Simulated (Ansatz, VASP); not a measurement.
## Sn: VASP beside Ansatz

Contents of INCAR:

```
ALGO     = Normal         # electronic algorithm
EDIFF    = 1E-6           # SCF threshold, eV
EDIFFG   = -0.02          # ionic threshold
ENCUT    = 600            # plane-wave cutoff, eV
GGA      = PE             # functional
IBRION   = 2              # ionic algorithm
ISIF     = 3              # what is computed and relaxed
ISMEAR   = -1             # smearing method
LASPH    = T              # aspherical terms in the spheres
LCHARG   = F              # write CHGCAR
LREAL    = F              # projectors in reciprocal space
LWAVE    = F              # write WAVECAR
NELM     = 60             # most SCF steps
NSW      = 80             # ionic steps
PREC     = Accurate       # precision mode
SIGMA    = 0.05           # smearing width, eV
```

File KPOINTS:

```
k-points
0
Gamma
  9 9 9
```

Contents of POSCAR:

```
Sn
1.0
   -2.9401404553      2.9401404553      1.5993019889
    2.9401404553     -2.9401404553      1.5993019889
    2.9401404553      2.9401404553     -1.5993019889
Sn
2
Direct
    0.0000000000      0.0000000000      0.0000000000
    0.7500000000      0.2500000000      0.5000000000
```

input.yaml

```yaml
crystal:
  lattice:
    - [-2.9401404553, 2.9401404553, 1.5993019889]
    - [2.9401404553, -2.9401404553, 1.5993019889]
    - [2.9401404553, 2.9401404553, -1.5993019889]
  atoms:
    - { symbol: Sn, position: [0.0, 0.0, 0.0] }
    - { symbol: Sn, position: [0.75, 0.25, 0.5] }
kpoints:
  mp_grid: { grid: [9, 9, 9] }
scf:
  occupations: { method: fermi_dirac, width: 0.05 }
hamiltonian:
  xc: pbe
  pseudopotentials: { kind: all_electron, lapw: { basis_error: 0.001 } }
output:
  forces: true
  stress: true
relax:
  f_tol: 0.02
  max_steps: 60
  cell: {}
```

Alike in both runs: task relaxation of cell and atoms; functional PBE; k mesh 9 × 9 × 9; occupations fermi-dirac, width 0.05 eV; no spin polarisation.

```csv
,VASP,Ansatz
version,VASP 6.6.1,Ansatz 0.2.0
potentials or method,"VASP PAW PBE potentials, release 64 (Sn_d), cutoff 600 eV","all-electron LAPW, scalar-relativistic"
```

|  | VASP | Ansatz | Ansatz less VASP |
| --- | --- | --- | --- |
| relaxed volume (Å³/atom) | 28.41 | 28.43 | +0.018 |
| relaxed cell length with the largest relative difference (Å) | 4.498 | 4.500 | +0.0023 |

Ansatz ran all-electron here, and VASP with PAW potentials.
